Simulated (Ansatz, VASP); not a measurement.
**In3Se: VASP beside Ansatz**

```
CELL_PARAMETERS angstrom
4.70569 0.00000 0.00000
0.00000 4.70569 0.00000
0.00000 0.00000 4.70569
ATOMIC_POSITIONS crystal
In 0.50000 0.50000 0.00000
In 0.50000 0.00000 0.50000
In 0.00000 0.50000 0.50000
Se 0.00000 0.00000 0.00000
```

Alike in both runs: task single point; functional PBE; k mesh 6 × 6 × 6; occupations fermi-dirac, width 0.05 eV; no spin polarisation.

|  | VASP | Ansatz |
| --- | --- | --- |
| version | VASP 6.6.1 | Ansatz 0.2.0 |
| potentials or method | VASP PAW PBE potentials, release 64 (In_d, Se) | Ansatz PAW |
| plane-wave cutoff (eV) | 520 | 420 |
| valence electrons in the cell | 45 | 55 |

|  | VASP | Ansatz | Ansatz less VASP |
| --- | --- | --- | --- |
| gap on the k mesh at the Fermi level (eV) | none | none | - |
| pressure (GPa) | 2.1 | 2.1 | +0.01 |

A gap of «none» marks a metal or a gap that the smearing closes. With one functional, cell and mesh, what is left measures potentials, basis and numerics. VASP's potentials hold 45 valence electrons a cell and Ansatz's 55, so a difference there can come from the potentials and not from the codes.
